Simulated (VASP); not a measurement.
Li: single point with PBEsol

The system is Li.

```
Li
1.0
    -1.71517    1.71517    1.71517
     1.71517   -1.71517    1.71517
     1.71517    1.71517   -1.71517
Li
1
Cartesian
  0.0000 0.0000 0.0000
```

| Property | Result |
| --- | --- |
| Program | VASP 6.6.1 |
| Task | single point |
| Functional | PBEsol |
| Potentials or basis | VASP PAW PBE potentials, release 64 (Li_sv) |
| Cutoff | 520 eV |
| k mesh | 19 × 19 × 19 |
| Occupations | fermi-dirac, width 0.02 eV |
| Spin | no spin polarisation |
| Dipole correction | no |
| Further INCAR settings | ALGO = Normal; EDIFF = 1e-06; NBANDS = 8 |

```json
{
  "Band gap on the k mesh": "zero (an odd number of electrons rules out a gap without spin polarisation)"
}
```

Levels at points of the mesh, in eV from the Fermi level:
| k point | band 1 | band 2 | band 3 | band 4 | band 5 | band 6 | band 7 |
| --- | --- | --- | --- | --- | --- | --- | --- |
| (0.00, 0.00, 0.00) | -45.92 | -3.57 | 14.66 | 14.66 | 14.66 | 19.40 | 19.40 |

It took 12 s on 1 thread of AMD EPYC 9R45 96-Core Processor (Zen 5), with other jobs on the host, peak memory 0.12 GiB.
